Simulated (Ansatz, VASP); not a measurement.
## C: VASP beside Ansatz

File INCAR:

```
PREC = Accurate
ENCUT = 520
EDIFF = 1E-6
ISMEAR = 0
SIGMA = 0.02
LREAL = False
LASPH = True
NELM = 80
ALGO = Normal
ISIF = 2
LWAVE = False
LCHARG = True
GGA = PS
LELF = True
LVHAR = True
NBANDS = 11
```

KPOINTS

```
regular mesh
0
Gamma
  15 15 15
```

File POSCAR:

```
C
1.0
    1.3151318836      0.6630639621      3.4159892441
   -1.1769265419      0.6555730014      3.3668681903
    0.0626153086     -1.4655372693      3.4225467861
C
2
Direct
    0.1497849379      0.1215037857      0.2338035555
    0.8502150621      0.8784962143      0.7661964445
```

Input for Ansatz:

```yaml
crystal:
  lattice:
    - [1.3151318836, 0.6630639621, 3.4159892441]
    - [-1.1769265419, 0.6555730014, 3.3668681903]
    - [0.0626153086, -1.4655372693, 3.4225467861]
  atoms:
    - { symbol: C, position: [0.1497849379, 0.1215037857, 0.2338035555] }
    - { symbol: C, position: [0.8502150621, 0.8784962143, 0.7661964445] }
basis:
  ecutwfc: 420
kpoints:
  mp_grid: { grid: [15, 15, 15] }
hamiltonian:
  xc: pbesol
scf:
  occupations: { method: gaussian, width: 0.02 }
output:
  forces: true
  stress: true
  eigenvalues: true
```

Change from the starting cell: all atoms moved at random, cell strained at random.

Alike in both runs: task single point; functional PBEsol; k mesh 15 × 15 × 15; occupations gaussian, width 0.02 eV; no spin polarisation.

|  | VASP | Ansatz |
| --- | --- | --- |
| version | VASP 6.6.1 | Ansatz 0.2.0 |
| potentials or method | VASP PAW PBE potentials, release 64 (C), cutoff 520 eV | scalar-relativistic, plane waves, PAW |
| valence electrons in the cell | 8 | 8 |

Ansatz gave:

- gap on the k mesh at the Fermi level (eV): none
- pressure (GPa): 44.9
- traceless stress, the component that is largest in VASP (GPa): 95.31
- rms of the force components (eV/Å): 13.022

Question: Estimate VASP's values.

Answer: gap on the k mesh at the Fermi level (eV): none; pressure (GPa): 45.8; traceless stress, the component that is largest in VASP (GPa): 97.30; rms of the force components (eV/Å): 13.185.

VASP's potentials were made for PBE, not for PBEsol. Atom by atom the forces differ by 0.164 eV/Å (rms over components). A gap of «none» marks a metal or a gap that the smearing closes. Both programs put the cell under a high pressure, so it lies far from rest at this level.
